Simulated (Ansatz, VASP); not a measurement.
# Two plane-wave programs on Sn

```
CELL_PARAMETERS angstrom
-1.92307 1.92307 1.92307
1.92307 -1.92307 1.92307
1.92307 1.92307 -1.92307
ATOMIC_POSITIONS crystal
Sn 0.00000 0.00000 0.00000
```

Change from the starting cell: strain +0.015 along x and y, +0.015 along z, atoms carried along.

Alike in both runs: task single point; functional PBEsol; k mesh 18 × 18 × 18; occupations gaussian, width 0.15 eV; no spin polarisation.

```csv
,VASP,Ansatz
version,VASP 6.6.1,Ansatz 0.2.0
potentials or method,"VASP PAW PBE potentials, release 64 (Sn_d), cutoff 520 eV","scalar-relativistic, plane waves, PAW"
valence electrons in the cell,14,14
```

```csv
,VASP,Ansatz,Ansatz less VASP
gap on the k mesh at the Fermi level (eV),none,none,-
pressure (GPa),-3.7,-3.8,-0.04
```

VASP's potentials were made for PBE, not for PBEsol. A gap of «none» marks a metal or a gap that the smearing closes.
